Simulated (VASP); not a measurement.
Here is a VASP 6.6.1 calculation.

The input INCAR:

```
SYSTEM = Sc2Ta
PREC = Accurate
ENCUT = 520
EDIFF = 1E-7
ISMEAR = 0
SIGMA = 0.2
LREAL = .FALSE.
LASPH = .TRUE.
NELM = 100
ALGO = Fast
ISIF = 2
LWAVE = .FALSE.
LCHARG = .FALSE.
GGA = PE
NBANDS = 42
```

KPOINTS

```
Automatic mesh
0
G
  8 4 4
  0 0 0
```

File POSCAR:

```
Sc2Ta
1.0
    0.0000000000      0.0000000000     -2.9518608766
    2.4778877222     -4.2918274302      0.0000000000
   -7.4336631664     -4.2918274302      0.0000000000
Sc Ta
4 2
Direct
    0.5000000000      0.5000000000      0.8333333333
    0.5000000000      0.0000000000      0.3333333333
    0.5000000000      0.0000000000      0.6666666667
    0.5000000000      0.5000000000      0.1666666667
    0.0000000000      0.5000000000      0.5000000000
    0.0000000000      0.0000000000      0.0000000000
```

Potentials or basis: VASP PAW PBE potentials, release 64 (Sc_sv, Ta_pv).

Run with:

```sh
$ cat potpaw_PBE.64/Sc_sv/POTCAR potpaw_PBE.64/Ta_pv/POTCAR > POTCAR
$ mpirun -np 1 vasp_std > vasp.out
```

What does it give for the band gap on the k mesh?

Zero (bands 33 and 34 overlap by 0.93 eV).

Estimate the largest force.

0.012 eV/Å.

Stress tensor (GPa, compression positive):
```
 0.35  0.00  0.00
 0.00  0.35  0.00
 0.00  0.00 -0.07
```

Caveat: spin-orbit coupling is left out, which moves the levels of the heavy elements.
